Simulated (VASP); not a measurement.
# BaS (I4/mmm) in VASP: settings compared

Aim: see how the results for BaS move with the level of theory and the settings. Levels: PBE, r2SCAN. Tasks: single point.

All numbers are computed with VASP 6.6.1; they aren't measurements. Logs are shortened: lines on timing, memory, paths and dates and some standing lists are left out, and cuts for length are marked.

**1. The cell of the first run**

Symmetry: I4/mmm, No. 139, tetragonal system. Conventional cell: a = 4.542 Å, b = 4.542 Å, c = 6.447 Å, α = 90.00°, β = 90.00°, γ = 90.00°. Ba (site symmetry 4/mmm) has 6 S at 3.21 to 3.22 Å within 4.2 Å. Within 4.2 Å of S (site symmetry 4/mmm) lie 6 Ba at 3.21 to 3.22 Å.

**2. Single point, PBE (uniaxial x strain +0.4%)**

The input, INCAR:

```
SYSTEM = BaS
PREC     = Accurate       ! precision mode
ENCUT    = 520            ! plane-wave cutoff, eV
EDIFF    = 1E-7           ! SCF threshold, eV
ISMEAR   = -1             ! smearing method
SIGMA    = 0.02           ! smearing width, eV
LREAL    = .FALSE.        ! projectors in reciprocal space
LASPH    = .TRUE.         ! aspherical terms in the spheres
NELM     = 100            ! most SCF steps
ALGO     = Normal         ! electronic algorithm
ISIF     = 2              ! what is computed and relaxed
LWAVE    = .FALSE.        ! write WAVECAR
LCHARG   = .FALSE.        ! write CHGCAR
GGA      = PE             ! functional
NBANDS   = 15             ! bands
```

The input, KPOINTS:

```
Automatic mesh
0
G
  8 8 8
  0 0 0
```

The input, POSCAR:

```
BaS
1.0
    0.0000000000      3.2117958739      3.2117958739
    3.2236795187      0.0000000000      3.2117958739
    3.2236795187      3.2117958739      0.0000000000
Ba S
1 1
Direct
    0.0000000000      0.0000000000      0.0000000000
    0.5000000000      0.5000000000      0.5000000000
```

Potentials or basis: VASP PAW PBE potentials, release 64 (Ba_sv, S).

Started as:

```console
$ cat potpaw_PBE.64/Ba_sv/POTCAR potpaw_PBE.64/S/POTCAR > POTCAR
$ mpirun -np 1 vasp_std > vasp.out
```

OUTCAR:

```text
SYSTEM = BaS
   PREC = Accurate
   ENCUT = 520
   EDIFF = 1E-7
   ISMEAR = -1
   LREAL = .FALSE.
   LASPH = .TRUE.
   NELM = 100
   ISIF = 2
   GGA = PE

 ion  position               nearest neighbor table
   1  0.000  0.000  0.000-   2 3.21   2 3.21   2 3.21   2 3.21   2 3.22   2 3.22
   2  0.500  0.500  0.500-   1 3.21   1 3.21   1 3.21   1 3.21   1 3.22   1 3.22

  LATTYP: Found a body centered tetragonal cell.
 ALAT       =     4.5421652844
 C/A-ratio  =     1.4194461526

  Lattice vectors:

 A1 = (   3.2236795187,   0.0000000000,   3.2117958739)
 A2 = (   3.2236795187,   0.0000000000,  -3.2117958739)
 A3 = (  -3.2236795187,   3.2117958739,   0.0000000000)

Analysis of symmetry for initial positions (statically):
=====================================================================
 Subroutine PRICEL returns:
 Original cell was already a primitive cell.

 Routine SETGRP: Setting up the symmetry group for a
 body centered tetragonal supercell.

 Subroutine GETGRP returns: Found 16 space group operations
 (whereof 16 operations were pure point group operations)
 out of a pool of 16 trial point group operations.

The static configuration has the point symmetry D_4h.

Analysis of symmetry for dynamics (positions and initial velocities):
=====================================================================
 Subroutine PRICEL returns:
 Original cell was already a primitive cell.

 Routine SETGRP: Setting up the symmetry group for a
 body centered tetragonal supercell.

 Subroutine GETGRP returns: Found 16 space group operations
 (whereof 16 operations were pure point group operations)
 out of a pool of 16 trial point group operations.

The dynamic configuration has the point symmetry D_4h.

 Subroutine INISYM returns: Found 16 space group operations
 (whereof 16 operations are pure point group operations),
 and found     1 'primitive' translations

----------------------------------------------------------------------------------------

                                     Primitive cell

  volume of cell :      66.5086

  direct lattice vectors                    reciprocal lattice vectors
     0.000000000  3.211795874  3.211795874    -0.155102267  0.155676145  0.155676145
     3.223679519  0.000000000  3.211795874     0.155102267 -0.155676145  0.155676145
     3.223679519  3.211795874  0.000000000     0.155102267  0.155676145 -0.155676145

  length of vectors
     4.542165284  4.550576049  4.550576049     0.269308071  0.269308071  0.269308071

  position of ions in fractional coordinates (direct lattice)
     0.000000000  0.000000000  0.000000000
     0.500000000  0.500000000  0.500000000

  ion indices of the primitive-cell ions
   primitive index   ion index
                 1           1
                 2           2

----------------------------------------------------------------------------------------

 KPOINTS: Automatic mesh

Automatic generation of k-mesh.
 Grid dimensions read from file:
 generate k-points for:    8    8    8

 Generating k-lattice:

  Cartesian coordinates                     Fractional coordinates (reciprocal lattice)
    -0.019387783  0.019459518  0.019459518     0.125000000  0.000000000  0.000000000
     0.019387783 -0.019459518  0.019459518     0.000000000  0.125000000  0.000000000
     0.019387783  0.019459518 -0.019459518     0.000000000  0.000000000  0.125000000

  Length of vectors
     0.033663509  0.033663509  0.033663509

  Shift w.r.t. Gamma in fractional coordinates (k-lattice)
     0.000000000  0.000000000  0.000000000

 Subroutine IBZKPT returns following result:
 ===========================================

 Found     59 irreducible k-points:

 Following reciprocal coordinates:
            Coordinates               Weight
  0.000000  0.000000  0.000000      1.000000
  0.125000  0.000000  0.000000      8.000000
  0.250000  0.000000  0.000000      8.000000
  0.375000  0.000000  0.000000      8.000000
  0.500000  0.000000  0.000000      4.000000
  0.125000  0.125000  0.000000      4.000000
[... 16 lines left out ...]
  0.250000  0.125000  0.125000      4.000000
  0.375000  0.125000  0.125000      8.000000
 [... further k-points ...]
   k-points           NKPTS =     59   k-points in BZ     NKDIM =     59   number of bands    NBANDS=     15
   number of dos      NEDOS =    301   number of ions     NIONS =      2
   total plane-waves  NPLWV =  46656
   dimension x,y,z NGX =    36 NGY =   36 NGZ =   36
   dimension x,y,z NGXF=    72 NGYF=   72 NGZF=   72
   ions per type =               1   1
   NGX,Y,Z   is equivalent  to a cutoff of  13.18, 13.15, 13.15 a.u.
   NGXF,Y,Z  is equivalent  to a cutoff of  26.35, 26.30, 26.30 a.u.
 SYSTEM =  BaS
   PREC   = accura    normal or accurate (medium, high low for compatibility)
   ISTART =      0    job   : 0-new  1-cont  2-samecut
   ICHARG =      2    charge: 1-file 2-atom 10-const
   ISPIN  =      1    spin polarized calculation?
   LNONCOLLINEAR =      F non collinear calculations
   LSORBIT =      F    spin-orbit coupling
   LASPH  =      T    aspherical Exc in radial PAW
   ENCUT  =  520.0 eV  38.22 Ry    6.18 a.u.   8.45  8.46  8.46*2*pi/ulx,y,z
   NELM   =    100;   NELMIN=  2; NELMDL= -5     # of ELM steps
   EDIFF  = 0.1E-06   stopping-criterion for ELM
   LREAL  =      F    real-space projection
   EDIFFG = 0.1E-05   stopping-criterion for IOM
   NSW    =      0    number of steps for IOM
   IBRION =     -1    ionic relax: 0-MD 1-quasi-New 2-CG
   NFREE  =      0    steps in history (QN), initial steepest desc. (CG)
   ISIF   =      2    stress and relaxation
   ISYM   =      2    0-nonsym 1-usesym 2-fastsym
   POTIM  = 0.5000    time-step for ionic-motion
   TEBEG  =    0.0;   TEEND  =   0.0 temperature during run
   PSTRESS=    0.0 pullay stress
   NELECT =      16.0000    total number of electrons
   NUPDOWN=      -1.0000    fix difference up-down
   EMIN   =  10.00;   EMAX   =-10.00  energy-range for DOS
   EFERMI =   0.00;   METHOD = LEGACY
   ISMEAR =    -1;   SIGMA  =   0.02  broadening in eV -4-tet -1-fermi 0-gaus
   EFERMI_NEDOS =   21; number of points for ismear=-14 and -15
   IALGO  =     38    algorithm
   IMIX   =      4    mixing-type and parameters
     AMIX     =   0.40;   BMIX     =  1.00
     AMIX_MAG =   1.60;   BMIX_MAG =  1.00
  volume/ion in A,a.u.               =      33.25       224.41
  Fermi-wavevector in a.u.,A,eV,Ry     =   1.018175  1.924071 14.104881  1.036679
  Thomas-Fermi vector in A             =   2.151617
   LORBIT       =      0    0 simple, 1 ext, 2 COOP (PROOUT), +10 PAW based schemes
   GGA     = PE    functional components
   LHFCALC =     F    Hartree Fock is set to
   AEXX    =    0.0000 exact exchange contribution
   IVDW    =     0    specifies the selected vdW correction
   LEPSILON=     F    determine dielectric tensor
   LRPA    =     F    only Hartree local field effects (RPA)
 non-spin polarized calculation
  energy-cutoff  :      520.00
  volume of cell :       66.51
 maximum number of plane-waves:      1812
 NGX is ok and might be reduce to    36
   NGX = 17   NGY = 17   NGZ = 17

 number of electron      16.0000002 magnetization

 Free energy of the ion-electron system (eV)
  ---------------------------------------------------
  ext. energy  EPLUGINS =         0.00000000
  ---------------------------------------------------
  free energy    TOTEN  =       -10.19282787 eV

  energy without entropy =      -10.19282787  energy(sigma->0) =      -10.19282787

 E-fermi :   1.7907     XC(G=0):  -8.5406

 val. band max:        1.3518159702   @ k =   0.0000   0.0000   0.0000
 cond. band min:       3.4882697214   @ k =   0.5000   0.5000   0.0000
 fundamental gap:      2.1364537511
 Fermi energy:         1.7906883847

 k-point     1 :       0.0000    0.0000    0.0000
  band No.  band energies     occupation
      1     -24.7921      2.00000
      2      -9.8500      2.00000
      3      -9.8498      2.00000
      4      -9.8498      2.00000
      5      -8.9809      2.00000
      6       1.3407      2.00000
      7       1.3518      2.00000
      8       1.3518      2.00000
      9       4.8474      0.00000
     10       5.1965      0.00000
     11       5.2218      0.00000
     12       5.2218      0.00000
     13       6.1078      0.00000
     14       6.1282      0.00000
     15      10.0471      0.00000

 k-point     2 :       0.1250    0.0000    0.0000
  band No.  band energies     occupation
      1     -24.7863      2.00000
      2     -10.1153      2.00000
      3      -9.8556      2.00000
      4      -9.8549      2.00000
      5      -8.7020      2.00000
      6       0.9474      2.00000
      7       1.1440      2.00000
      8       1.1493      2.00000
      9       5.1899      0.00000
     10       5.4334      0.00000
     11       5.4484      0.00000
     12       5.4642      0.00000
     13       6.5455      0.00000
     14       6.5694      0.00000
     15      10.6552      0.00000

 k-point     3 :       0.2500    0.0000    0.0000
  band No.  band energies     occupation
      1     -24.7721      2.00000
      2     -10.5127      2.00000
      3      -9.8691      2.00000
      4      -9.8672      2.00000
      5      -8.2703      2.00000
      6       0.2249      2.00000
      7       0.7449      2.00000
      8       0.7466      2.00000
      9       5.4316      0.00000
     10       6.0733      0.00000
     11       6.0817      0.00000
     12       6.6133      0.00000
     13       7.6453      0.00000
     14       7.6769      0.00000
     15      11.8300      0.00000
[... 343 lines left out ...]
 k-point    23 :       0.2500    0.1250    0.1250
  band No.  band energies     occupation
      1     -24.7776      2.00000
      2     -10.3443      2.00000
      3      -9.9044      2.00000
      4      -9.8491      2.00000
      5      -8.4383      2.00000
      6       0.4381      2.00000
      7       0.7975      2.00000
      8       1.1653      2.00000
      9       5.2115      0.00000
     10       5.5973      0.00000
     11       5.7343      0.00000
     12       6.1956      0.00000
     13       7.0781      0.00000
     14       7.5691      0.00000
     15      11.5127      0.00000

 k-point    24 :       0.3750    0.1250    0.1250
  band No.  band energies     occupation
      1     -24.7634      2.00000
      2     -10.6185      2.00000
      3      -9.9453      2.00000
      4      -9.8616      2.00000
      5      -8.1389      2.00000
      6      -0.0687      2.00000
      7       0.4782      2.00000
      8       0.8776      2.00000
      9       5.4698      0.00000
     10       6.1696      0.00000
     11       6.5573      0.00000
     12       7.1217      0.00000
     13       8.0446      0.00000
     14       8.9111      0.00000
     15      11.4507      0.00000

 [... further k-points ...]

------------------------ aborting loop because EDIFF is reached ----------------------------------------

  FORCE on cell =-STRESS in cart. coord.  units (eV):
  Direction    XX          YY          ZZ          XY          YZ          ZX
  --------------------------------------------------------------------------------------
  -------------------------------------------------------------------------------------
  Total        0.1236082      0.2435409      0.2435409     -0.0000000      0.0000000      0.0000000
  in kB        2.9776950      5.8668474      5.8668474     -0.0000000      0.0000000      0.0000000
  external PRESSURE =       4.9037966 kB  Pullay stress =       0.0000000 kB

 VOLUME and BASIS-vectors are now :
 -----------------------------------------------------------------------------
  energy-cutoff  :      520.00
  volume of cell :       66.51
      direct lattice vectors                 reciprocal lattice vectors
     0.000000000  3.211795874  3.211795874    -0.155102267  0.155676145  0.155676145
     3.223679519  0.000000000  3.211795874     0.155102267 -0.155676145  0.155676145
     3.223679519  3.211795874  0.000000000     0.155102267  0.155676145 -0.155676145

 POSITION                                       TOTAL-FORCE (eV/Angst)
 -----------------------------------------------------------------------------------
      0.00000      0.00000      0.00000        -0.000000      0.000000      0.000000
      3.22368      3.21180      3.21180         0.000000      0.000000     -0.000000
 -----------------------------------------------------------------------------------
    total drift:                                0.000000      0.000000      0.000000

  FREE ENERGIE OF THE ION-ELECTRON SYSTEM (eV)
  ---------------------------------------------------
  free  energy   TOTEN  =       -10.1928278669 eV

  energy  without entropy=      -10.1928278669  energy(sigma->0) =      -10.19282787
```

Wall time 1.9 min (1 thread of Intel Xeon 8259CL, shared host); peak memory 0.24 GiB.

Results:

| Item | Value |
| --- | --- |
| Free energy | -10.1928 eV |
| Pressure | 0.5 GPa |
| Band gap on the k mesh | 2.14 eV (least direct gap 2.28 eV) |

Levels at points of the mesh, in eV from the valence-band top:
```csv
k point,band 6,band 7,band 8,band 9,band 10,band 11
"(0.00, 0.00, 0.00)",-0.01,0.00,0.00,3.50,3.84,3.87
"(0.50, 0.00, 0.00)",-1.90,-1.05,-1.05,5.47,5.62,6.22
"(0.50, 0.50, 0.00)",-0.54,-0.16,-0.15,2.14,5.87,5.91
"(0.00, 0.50, 0.50)",-0.56,-0.15,-0.15,2.14,5.87,5.90
```

Caveat: the cell differs from its parent crystal (uniaxial x strain +0.4%); spin-orbit coupling is left out, which moves the levels of the heavy elements.

(Continued in part 2 of 2.)
